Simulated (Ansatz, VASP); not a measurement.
## One calculation of P3C, two programs

The input INCAR:

```
SYSTEM = P3C
  ALGO = Normal
  EDIFF = 1E-7
  EDIFFG = -0.04
  ENCUT = 600
  GGA = PE
  GGA_COMPAT = .FALSE.
  IBRION = 2
  ISIF = 3
  ISMEAR = 0
  LASPH = .TRUE.
  LCHARG = .FALSE.
  LREAL = .FALSE.
  LWAVE = .FALSE.
  NELM = 120
  NELMIN = 4
  NSW = 90
  PREC = Accurate
  SIGMA = 0.1
```

The input KPOINTS:

```
k-points
0
G
  6 6 2
  0 0 0
```

File POSCAR:

```
P3C
1.0
    1.6732344900     -2.3241164700      0.0000000000
    1.6732344900      2.3241164700      0.0000000000
    0.0000000000      0.0000000000      9.1840378700
P C
3 1
Direct
    0.5000000000      0.5000000000      0.7422130100
    0.0000000000      0.0000000000      0.5000000000
    0.5000000000      0.5000000000      0.2577869900
    0.0000000000      0.0000000000      0.0000000000
```

Input for Ansatz:

```yaml
crystal:
  lattice:
    - [1.67323449, -2.32411647, 0.0]
    - [1.67323449, 2.32411647, 0.0]
    - [0.0, 0.0, 9.18403787]
  atoms:
    - { symbol: P, position: [0.5, 0.5, 0.74221301] }
    - { symbol: P, position: [0.0, 0.0, 0.5] }
    - { symbol: P, position: [0.5, 0.5, 0.25778699] }
    - { symbol: C, position: [0.0, 0.0, 0.0] }
basis:
  ecutwfc: 420
kpoints:
  mp_grid: { grid: [6, 6, 2] }
hamiltonian:
  xc: pbe
scf:
  occupations: { method: gaussian, width: 0.1 }
  lower_state_search: "off"
output:
  forces: true
  stress: true
  eigenvalues: true
relax:
  adjacent_minimum: "off"
  f_tol: 0.04
  max_steps: 70
  cell: { stress_tol: 0.4 }
```

Change from the starting cell: species swapped into the AlV3 type (Cmmm, No. 65).

Alike in both runs: task relaxation of cell and atoms; functional PBE; k mesh 6 × 6 × 2; occupations gaussian, width 0.1 eV; no spin polarisation.

|  | VASP | Ansatz |
| --- | --- | --- |
| version | VASP 6.6.1 | Ansatz 0.2.0 |
| potentials or method | VASP PAW PBE potentials, release 64 (P, C), cutoff 600 eV | scalar-relativistic, plane waves, PAW |
| valence electrons in the cell | 19 | 19 |

```tsv
	VASP	Ansatz	Ansatz less VASP
gap on the k mesh at the Fermi level, each at its own relaxed structure (eV)	none	none	-
relaxed volume (Å³/atom)	13.57	13.55	-0.013
relaxed cell length with the largest relative difference (Å)	3.183	3.178	-0.0054
```

A gap of «none» marks a metal or a gap that the smearing closes.

The k mesh is coarse, so the values compare programs but aren't converged. Noted on VASP's run: the volume moved by over 15 % at a fixed basis, so the end points are rough.
